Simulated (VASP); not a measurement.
# Ge4MoW (P4/mmm) in VASP: a series of runs

The runs below take Ge4MoW through single point, relaxation of cell and atoms, relaxation of shape and atoms at fixed volume, with PBE.

All numbers are computed with VASP 6.6.1; they aren't measurements. Logs are shortened: lines on timing, memory, paths and dates and some standing lists are left out, and cuts for length are marked.

## 1. The cell of the first run

The structure is tetragonal, space group P4/mmm (No. 123). The conventional cell has a = 3.235 Å, b = 3.235 Å, c = 8.037 Å, α = 90.00°, β = 90.00°, γ = 90.00°. Within 3.5 Å of Ge (site symmetry 4mm) lie 4 W at 2.64 Å and 9 Ge at 2.65 to 3.24 Å and 1 Mo at 2.69 Å. Ge (site symmetry 4mm) has 9 Ge at 2.62 to 3.24 Å and 4 Mo at 2.64 Å and 1 W at 2.71 Å within 3.5 Å. Within 3.5 Å of Mo (site symmetry 4/mmm) lie 10 Ge at 2.64 to 2.69 Å and 4 Mo at 3.24 Å. Within 3.5 Å of W (site symmetry 4/mmm) lie 10 Ge at 2.64 to 2.71 Å and 4 W at 3.24 Å.

## 2. Single point, PBE (14.02 Å³/atom)

INCAR

```
PREC = Accurate
ENCUT = 520
EDIFF = 1E-6
ISMEAR = 0
SIGMA = 0.1
LREAL = False
LASPH = True
NELM = 100
ALGO = Normal
ISIF = 2
LWAVE = False
LCHARG = True
GGA = PE
LELF = True
LVHAR = True
NBANDS = 51
```

KPOINTS

```
regular mesh
0
Gamma
  12 12 6
```

POSCAR

```
Ge4MoW
1.0
    3.2353368753      0.0000000000      0.0000000000
    0.0000000000      3.2353368753      0.0000000000
    0.0000000000      0.0000000000      8.0369312390
Ge Mo W
4 1 1
Direct
    0.0000000000      0.0000000000      0.6646780901
    0.5000000000      0.5000000000      0.1629152147
    0.0000000000      0.0000000000      0.3353219099
    0.5000000000      0.5000000000      0.8370847853
    0.0000000000      0.0000000000      0.0000000000
    0.5000000000      0.5000000000      0.5000000000
```

Potentials or basis: VASP PAW PBE potentials, release 64 (Ge_d, Mo_sv, W_sv).

Started as:

```console
cat potpaw_PBE.64/Ge_d/POTCAR potpaw_PBE.64/Mo_sv/POTCAR potpaw_PBE.64/W_sv/POTCAR > POTCAR
mpirun -np 1 vasp_std > vasp.out
```

OUTCAR:

```text
PREC = Accurate
   ENCUT = 520
   EDIFF = 1E-6
   ISMEAR = 0
   LREAL = False
   LASPH = True
   NELM = 100
   ISIF = 2
   GGA = PE

 ion  position               nearest neighbor table
   1  0.000  0.000  0.665-   6 2.64   6 2.64   6 2.64   6 2.64   3 2.65   4 2.67   4 2.67   4 2.67
                             4 2.67   5 2.69
   2  0.500  0.500  0.163-   4 2.62   5 2.64   5 2.64   5 2.64   5 2.64   3 2.67   3 2.67   3 2.67
                             3 2.67   6 2.71
   3  0.000  0.000  0.335-   6 2.64   6 2.64   6 2.64   6 2.64   1 2.65   2 2.67   2 2.67   2 2.67
                             2 2.67   5 2.69
   4  0.500  0.500  0.837-   2 2.62   5 2.64   5 2.64   5 2.64   5 2.64   1 2.67   1 2.67   1 2.67
                             1 2.67   6 2.71
   5  0.000  0.000  0.000-   2 2.64   4 2.64   2 2.64   4 2.64   2 2.64   4 2.64   2 2.64   4 2.64
                             3 2.69   1 2.69
   6  0.500  0.500  0.500-   1 2.64   3 2.64   1 2.64   3 2.64   1 2.64   3 2.64   1 2.64   3 2.64
                             2 2.71   4 2.71

  LATTYP: Found a simple tetragonal cell.
 ALAT       =     3.2353368753
 C/A-ratio  =     2.4841095530

  Lattice vectors:

 A1 = (   3.2353368753,   0.0000000000,   0.0000000000)
 A2 = (   0.0000000000,   3.2353368753,   0.0000000000)
 A3 = (   0.0000000000,   0.0000000000,   8.0369312390)

Analysis of symmetry for initial positions (statically):
=====================================================================
 Subroutine PRICEL returns:
 Original cell was already a primitive cell.

 Routine SETGRP: Setting up the symmetry group for a
 simple tetragonal supercell.

 Subroutine GETGRP returns: Found 16 space group operations
 (whereof 16 operations were pure point group operations)
 out of a pool of 16 trial point group operations.

The static configuration has the point symmetry D_4h.

Analysis of symmetry for dynamics (positions and initial velocities):
=====================================================================
 Subroutine PRICEL returns:
 Original cell was already a primitive cell.

 Routine SETGRP: Setting up the symmetry group for a
 simple tetragonal supercell.

 Subroutine GETGRP returns: Found 16 space group operations
 (whereof 16 operations were pure point group operations)
 out of a pool of 16 trial point group operations.

The dynamic configuration has the point symmetry D_4h.

 Subroutine INISYM returns: Found 16 space group operations
 (whereof 16 operations are pure point group operations),
 and found     1 'primitive' translations

----------------------------------------------------------------------------------------

                                     Primitive cell

  volume of cell :      84.1258

  direct lattice vectors                    reciprocal lattice vectors
     3.235336875  0.000000000  0.000000000     0.309086824  0.000000000  0.000000000
     0.000000000  3.235336875  0.000000000     0.000000000  0.309086824  0.000000000
     0.000000000  0.000000000  8.036931239     0.000000000  0.000000000  0.124425601

  length of vectors
     3.235336875  3.235336875  8.036931239     0.309086824  0.309086824  0.124425601

  position of ions in fractional coordinates (direct lattice)
     0.000000000  0.000000000  0.664678090
     0.500000000  0.500000000  0.162915215
     0.000000000  0.000000000  0.335321910
     0.500000000  0.500000000  0.837084785
     0.000000000  0.000000000  0.000000000
     0.500000000  0.500000000  0.500000000

  ion indices of the primitive-cell ions
   primitive index   ion index
                 1           1
                 2           2
                 3           3
                 4           4
                 5           5
                 6           6

----------------------------------------------------------------------------------------

 KPOINTS: regular mesh

Automatic generation of k-mesh.
 Grid dimensions read from file:
 generate k-points for:   12   12    6

 Generating k-lattice:

  Cartesian coordinates                     Fractional coordinates (reciprocal lattice)
     0.025757235  0.000000000  0.000000000     0.083333333  0.000000000  0.000000000
     0.000000000  0.025757235  0.000000000     0.000000000  0.083333333  0.000000000
     0.000000000  0.000000000  0.020737600     0.000000000  0.000000000  0.166666667

  Length of vectors
     0.025757235  0.025757235  0.020737600

  Shift w.r.t. Gamma in fractional coordinates (k-lattice)
     0.000000000  0.000000000  0.000000000

 Subroutine IBZKPT returns following result:
 ===========================================

 Found    112 irreducible k-points:

 Following reciprocal coordinates:
            Coordinates               Weight
  0.000000  0.000000  0.000000      1.000000
  0.083333  0.000000  0.000000      4.000000
  0.166667  0.000000  0.000000      4.000000
  0.250000  0.000000  0.000000      4.000000
  0.333333  0.000000  0.000000      4.000000
  0.416667  0.000000  0.000000      4.000000
[... 16 lines left out ...]
  0.333333  0.333333  0.000000      4.000000
  0.416667  0.333333  0.000000      8.000000
 [... further k-points ...]
   k-points           NKPTS =    112   k-points in BZ     NKDIM =    112   number of bands    NBANDS=     51
   number of dos      NEDOS =    301   number of ions     NIONS =      6
   total plane-waves  NPLWV =  34560
   dimension x,y,z NGX =    24 NGY =   24 NGZ =   60
   dimension x,y,z NGXF=    48 NGYF=   48 NGZF=  120
   ions per type =               4   1   1
   NGX,Y,Z   is equivalent  to a cutoff of  12.33, 12.33, 12.41 a.u.
   NGXF,Y,Z  is equivalent  to a cutoff of  24.66, 24.66, 24.82 a.u.
 SYSTEM =  unknown system
   PREC   = accura    normal or accurate (medium, high low for compatibility)
   ISTART =      0    job   : 0-new  1-cont  2-samecut
   ICHARG =      2    charge: 1-file 2-atom 10-const
   ISPIN  =      1    spin polarized calculation?
   LNONCOLLINEAR =      F non collinear calculations
   LSORBIT =      F    spin-orbit coupling
   LASPH  =      T    aspherical Exc in radial PAW
   ENCUT  =  520.0 eV  38.22 Ry    6.18 a.u.   6.02  6.02 14.94*2*pi/ulx,y,z
   NELM   =    100;   NELMIN=  2; NELMDL= -5     # of ELM steps
   EDIFF  = 0.1E-05   stopping-criterion for ELM
   LREAL  =      F    real-space projection
   EDIFFG = 0.1E-04   stopping-criterion for IOM
   NSW    =      0    number of steps for IOM
   IBRION =     -1    ionic relax: 0-MD 1-quasi-New 2-CG
   NFREE  =      0    steps in history (QN), initial steepest desc. (CG)
   ISIF   =      2    stress and relaxation
   ISYM   =      2    0-nonsym 1-usesym 2-fastsym
   POTIM  = 0.5000    time-step for ionic-motion
   TEBEG  =    0.0;   TEEND  =   0.0 temperature during run
   PSTRESS=    0.0 pullay stress
   NELECT =      84.0000    total number of electrons
   NUPDOWN=      -1.0000    fix difference up-down
   EMIN   =  10.00;   EMAX   =-10.00  energy-range for DOS
   EFERMI =   0.00;   METHOD = LEGACY
   ISMEAR =     0;   SIGMA  =   0.10  broadening in eV -4-tet -1-fermi 0-gaus
   EFERMI_NEDOS =   21; number of points for ismear=-14 and -15
   IALGO  =     38    algorithm
   IMIX   =      4    mixing-type and parameters
     AMIX     =   0.40;   BMIX     =  1.00
     AMIX_MAG =   1.60;   BMIX_MAG =  1.00
  volume/ion in A,a.u.               =      14.02        94.62
  Fermi-wavevector in a.u.,A,eV,Ry     =   1.636282  3.092125 36.428497  2.677419
  Thomas-Fermi vector in A             =   2.727614
   LORBIT       =      0    0 simple, 1 ext, 2 COOP (PROOUT), +10 PAW based schemes
   GGA     = PE    functional components
   LHFCALC =     F    Hartree Fock is set to
   AEXX    =    0.0000 exact exchange contribution
   IVDW    =     0    specifies the selected vdW correction
   LEPSILON=     F    determine dielectric tensor
   LRPA    =     F    only Hartree local field effects (RPA)
 non-spin polarized calculation
 Gauss-broadening in eV      SIGMA  =   0.10
  energy-cutoff  :      520.00
  volume of cell :       84.13
 maximum number of plane-waves:      2294
   NGX = 13   NGY = 13   NGZ = 29

 number of electron      83.9999934 magnetization

 Free energy of the ion-electron system (eV)
  ---------------------------------------------------
  ext. energy  EPLUGINS =         0.00000000
  ---------------------------------------------------
  free energy    TOTEN  =       -41.65835628 eV

  energy without entropy =      -41.65290917  energy(sigma->0) =      -41.65563272

 E-fermi :  11.4512     XC(G=0): -13.3209

 val. band max:       11.4358397260   @ k =   0.5000   0.2500   0.5000
 cond. band min:      11.4550473286   @ k =   0.5000   0.0000   0.5000
 fundamental gap:      0.0192076026
 Fermi energy:        11.4512485836

 k-point     1 :       0.0000    0.0000    0.0000
  band No.  band energies     occupation
      1     -62.4734      2.00000
      2     -49.3789      2.00000
      3     -26.7691      2.00000
      4     -26.7117      2.00000
      5     -26.7117      2.00000
      6     -23.5654      2.00000
[... 43 lines left out ...]
     50      15.6965      0.00000
     51      16.2542      0.00000

 k-point     2 :       0.0833    0.0000    0.0000
  band No.  band energies     occupation
      1     -62.4730      2.00000
      2     -49.3779      2.00000
      3     -26.7675      2.00000
      4     -26.7254      2.00000
      5     -26.7104      2.00000
      6     -23.5634      2.00000
[... 43 lines left out ...]
     50      15.9395      0.00000
     51      16.2260      0.00000

 k-point     3 :       0.1667    0.0000    0.0000
  band No.  band energies     occupation
      1     -62.4717      2.00000
      2     -49.3750      2.00000
      3     -26.7631      2.00000
      4     -26.7627      2.00000
      5     -26.7071      2.00000
      6     -23.5579      2.00000
[... 43 lines left out ...]
     50      16.6724      0.00000
     51      16.6760      0.00000
[... 1027 lines left out ...]
 k-point    23 :       0.3333    0.3333    0.0000
  band No.  band energies     occupation
      1     -62.4633      2.00000
      2     -49.3553      2.00000
      3     -26.8462      2.00000
      4     -26.8425      2.00000
      5     -26.7359      2.00000
      6     -23.6274      2.00000
[... 43 lines left out ...]
     50      15.4187      0.00000
     51      16.0533      0.00000

 k-point    24 :       0.4167    0.3333    0.0000
  band No.  band energies     occupation
      1     -62.4621      2.00000
      2     -49.3525      2.00000
      3     -26.8796      2.00000
      4     -26.8397      2.00000
      5     -26.7322      2.00000
      6     -23.6650      2.00000
[... 43 lines left out ...]
     50      15.7435      0.00000
     51      16.5500      0.00000

 [... further k-points ...]

------------------------ aborting loop because EDIFF is reached ----------------------------------------

  FORCE on cell =-STRESS in cart. coord.  units (eV):
  Direction    XX          YY          ZZ          XY          YZ          ZX
  --------------------------------------------------------------------------------------
  -------------------------------------------------------------------------------------
  Total       10.5427319     10.5427319     10.5968375      0.0000000     -0.0000000      0.0000000
  in kB      200.7864851    200.7864851    201.8169273      0.0000000     -0.0000000      0.0000000
  external PRESSURE =     201.1299658 kB  Pullay stress =       0.0000000 kB

 VOLUME and BASIS-vectors are now :
 -----------------------------------------------------------------------------
  energy-cutoff  :      520.00
  volume of cell :       84.13
      direct lattice vectors                 reciprocal lattice vectors
     3.235336875  0.000000000  0.000000000     0.309086824  0.000000000  0.000000000
     0.000000000  3.235336875  0.000000000     0.000000000  0.309086824  0.000000000
     0.000000000  0.000000000  8.036931239     0.000000000  0.000000000  0.124425601

 POSITION                                       TOTAL-FORCE (eV/Angst)
 -----------------------------------------------------------------------------------
      0.00000      0.00000      5.34197        -0.000000     -0.000000      0.004339
      1.61767      1.61767      1.30934         0.000000      0.000000      0.002497
      0.00000      0.00000      2.69496        -0.000000     -0.000000     -0.004339
      1.61767      1.61767      6.72759        -0.000000      0.000000     -0.002497
      0.00000      0.00000      0.00000        -0.000000     -0.000000     -0.000000
      1.61767      1.61767      4.01847        -0.000000     -0.000000     -0.000000
 -----------------------------------------------------------------------------------
    total drift:                                0.000000     -0.000000      0.000000

  FREE ENERGIE OF THE ION-ELECTRON SYSTEM (eV)
  ---------------------------------------------------
  free  energy   TOTEN  =       -41.6583562754 eV

  energy  without entropy=      -41.6529091691  energy(sigma->0) =      -41.65563272
```

It took 10 min on 1 thread of Intel Xeon 8259CL, shared host; peak memory 0.49 GiB.

Results:

| Quantity | Value |
| --- | --- |
| Free energy | -41.6584 eV |
| Pressure | 20.1 GPa |
| Largest force | 0.004 eV/Å |
| Band gap on the k mesh | zero (bands 42 and 43 overlap by 1.16 eV) |

Forces in eV/Å, atoms in the order of the input:
```
Ge   0.000  0.000  0.004
Ge   0.000  0.000  0.002
Ge   0.000  0.000 -0.004
Ge   0.000  0.000 -0.002
Mo   0.000  0.000  0.000
W    0.000  0.000  0.000
```

Caveat: the cell stands under pressure; spin-orbit coupling is left out, which moves the levels of the heavy elements.

## 3. Single point, PBE

This run uses another cell than the first one, of 15.41 Å³/atom.

INCAR, as its differences from that of step 2:

```diff
@@ -11,6 +11,4 @@
 LWAVE = False
-LCHARG = True
+LCHARG = False
 GGA = PE
-LELF = True
-LVHAR = True
 NBANDS = 51
```

KPOINTS is that of step 2.

POSCAR

```
Ge4MoW
1.0
    3.3397563000      0.0000000000      0.0000000000
    0.0000000000      3.3397563000      0.0000000000
    0.0000000000      0.0000000000      8.2881637000
Ge Mo W
4 1 1
Direct
    0.0000000000      0.0000000000      0.6627370000
    0.5000000000      0.5000000000      0.1614470000
    0.0000000000      0.0000000000      0.3372630000
    0.5000000000      0.5000000000      0.8385530000
    0.0000000000      0.0000000000      0.0000000000
    0.5000000000      0.5000000000      0.5000000000
```

Potentials or basis: VASP PAW PBE potentials, release 64 (Ge_d, Mo_sv, W_sv).

Started as:

```console
cat potpaw_PBE.64/Ge_d/POTCAR potpaw_PBE.64/Mo_sv/POTCAR potpaw_PBE.64/W_sv/POTCAR > POTCAR
mpirun -np 1 vasp_std > vasp.out
```

Wall time 7.6 min (1 thread of AMD EPYC 7R43 (Zen 3), shared host); peak memory 0.5 GiB.

The run converged. Its results:

```yaml
Free_energy: -42.1465 eV
Pressure: 0.3 GPa
Largest_force: 0.008 eV/Å
Band_gap_on_the_k_mesh: zero (bands 42 and 43 overlap by 1.15 eV)
```

Forces in eV/Å, atoms in the order of the input:
```
Ge   0.000  0.000  0.008
Ge   0.000  0.000  0.008
Ge   0.000  0.000 -0.008
Ge   0.000  0.000 -0.008
Mo   0.000  0.000  0.000
W    0.000  0.000  0.000
```

Levels at points of the mesh, in eV from the Fermi level:
```
           k point  band 38  band 39  band 40  band 41  band 42  band 43  band 44  band 45  band 46  band 47
(0.00, 0.00, 0.00)    -1.64    -0.48    -0.48    -0.48    -0.48     0.37     0.73     2.51     2.55     3.42
(0.50, 0.00, 0.00)    -2.37    -2.26    -2.21    -0.31    -0.12     1.62     2.14     2.25     2.57     3.04
(0.50, 0.50, 0.00)    -3.98    -2.73    -2.73    -1.27    -1.27     1.79     2.00     2.35     2.44     2.77
(0.00, 0.00, 0.50)    -1.85    -1.85    -1.85     0.37     0.41     0.66     0.73     1.46     1.46     1.74
(0.50, 0.00, 0.50)    -2.25    -2.19    -2.17    -0.16     0.05     1.76     2.22     2.56     2.94     3.36
(0.50, 0.50, 0.50)    -2.73    -2.06    -2.06    -1.90    -1.90    -0.42    -0.32     1.79     2.44     3.19
```

Caveat: spin-orbit coupling is left out, which moves the levels of the heavy elements.

## 4. Single point, PBE (15.87 Å³/atom)

This run uses another cell than the first one, of 15.87 Å³/atom.

INCAR

```
PREC     = Accurate       # precision mode
ENCUT    = 520            # plane-wave cutoff, eV
EDIFF    = 1E-6           # SCF threshold, eV
ISMEAR   = 0              # smearing method
SIGMA    = 0.1            # smearing width, eV
LREAL    = F              # projectors in reciprocal space
LASPH    = T              # aspherical terms in the spheres
NELM     = 60             # most SCF steps
ALGO     = Normal         # electronic algorithm
ISIF     = 2              # what is computed and relaxed
LWAVE    = F              # write WAVECAR
LCHARG   = T              # write CHGCAR
GGA      = PE             # functional
LELF     = T              # ELF
LVHAR    = T            
NBANDS   = 51             # bands
```

KPOINTS

```
Automatic mesh
0
Gamma
  12 12 6
```

POSCAR

```
Ge4MoW
1.0
    3.3723060723      0.0000000000      0.0000000000
    0.0000000000      3.3723060723      0.0000000000
    0.0000000000      0.0000000000      8.3728079820
Ge Mo W
4 1 1
Direct
    0.0000000000      0.0000000000      0.6620314050
    0.5000000000      0.5000000000      0.1608728017
    0.0000000000      0.0000000000      0.3379685950
    0.5000000000      0.5000000000      0.8391271983
    0.0000000000      0.0000000000      0.0000000000
    0.5000000000      0.5000000000      0.5000000000
```

Started as:

```console
cat potpaw_PBE.64/Ge_d/POTCAR potpaw_PBE.64/Mo_sv/POTCAR potpaw_PBE.64/W_sv/POTCAR > POTCAR
mpirun -np 1 vasp_std > vasp.out
```

Run time: 7.4 min. Hardware: 1 thread of AMD EPYC 7R43 (Zen 3), shared host; peak memory 0.51 GiB.

The run converged. Its results:

| Property | Result |
| --- | --- |
| Free energy | -42.1111 eV |
| Pressure | -4.3 GPa |
| Largest force | 0.008 eV/Å |
| Band gap on the k mesh | zero (bands 42 and 43 overlap by 1.10 eV) |

Forces on the atoms (eV/Å):
```
Ge   0.000  0.000  0.004
Ge   0.000  0.000  0.008
Ge   0.000  0.000 -0.004
Ge   0.000  0.000 -0.008
Mo   0.000  0.000  0.000
W    0.000  0.000  0.000
```

Levels at points of the mesh, in eV from the Fermi level:
```
           k point  band 40  band 41  band 42  band 43  band 44  band 45
(0.00, 0.00, 0.00)    -0.45    -0.44    -0.44     0.35     0.70     2.31
(0.50, 0.00, 0.00)    -2.13    -0.28    -0.09     1.56     2.06     2.11
(0.50, 0.50, 0.00)    -2.63    -1.27    -1.27     1.72     1.90     2.22
(0.00, 0.00, 0.50)    -1.76     0.32     0.35     0.58     0.69     1.41
(0.50, 0.00, 0.50)    -2.06    -0.14     0.06     1.69     2.12     2.39
(0.50, 0.50, 0.50)    -2.01    -1.86    -1.86    -0.45    -0.32     1.72
```

Caveat: the cell stands under tension; spin-orbit coupling is left out, which moves the levels of the heavy elements.

(Continued in part 2 of 2.)
